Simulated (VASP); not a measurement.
Input of a VASP 6.6.1 run:

Contents of INCAR:

```
PREC = Accurate
ENCUT = 600
EDIFF = 1E-6
ISMEAR = 0
SIGMA = 0.02
LREAL = False
LASPH = True
NELM = 80
ALGO = Normal
ISIF = 4
LWAVE = False
LCHARG = False
GGA = PE
IVDW = 12
IBRION = 2
NSW = 50
EDIFFG = -0.01
```

File KPOINTS:

```
regular mesh
0
Gamma
  12 12 4
```

File POSCAR:

```
BN
1.0
    2.4780253774      0.0000000000      0.0000000000
   -1.2390126887      2.1460329281      0.0000000000
    0.0000000000      0.0000000000      6.3606024181
B N
2 2
Direct
    0.3333333333      0.6666666667      0.2500000000
    0.6666666667      0.3333333333      0.7500000000
    0.3333333333      0.6666666667      0.7500000000
    0.6666666667      0.3333333333      0.2500000000
```

Potentials or basis: VASP PAW PBE potentials, release 64 (B, N).

Run with:

```sh
$ cat potpaw_PBE.64/B/POTCAR potpaw_PBE.64/N/POTCAR > POTCAR
$ mpirun -np 1 vasp_std > vasp.out
```

Task: Predict the band gap on the k mesh.

Result: 4.14 eV, indirect (least direct gap 4.49 eV).

Task: Estimate the dispersion energy per atom.

Result: -0.152 eV.

Final structure:
```cif
data_structure
_symmetry_space_group_name_H-M 'P 1'
_symmetry_Int_Tables_number 1
_cell_length_a 2.5017
_cell_length_b 2.5017
_cell_length_c 6.2406
_cell_angle_alpha 90.000
_cell_angle_beta 90.000
_cell_angle_gamma 120.000
_cell_volume 33.83
loop_
_atom_site_label
_atom_site_type_symbol
_atom_site_fract_x
_atom_site_fract_y
_atom_site_fract_z
_atom_site_occupancy
B1 B 0.33333 0.66667 0.25000 1
B2 B 0.66667 0.33333 0.75000 1
N1 N 0.33333 0.66667 0.75000 1
N2 N 0.66667 0.33333 0.25000 1
```

 A k mesh can miss the band edges.
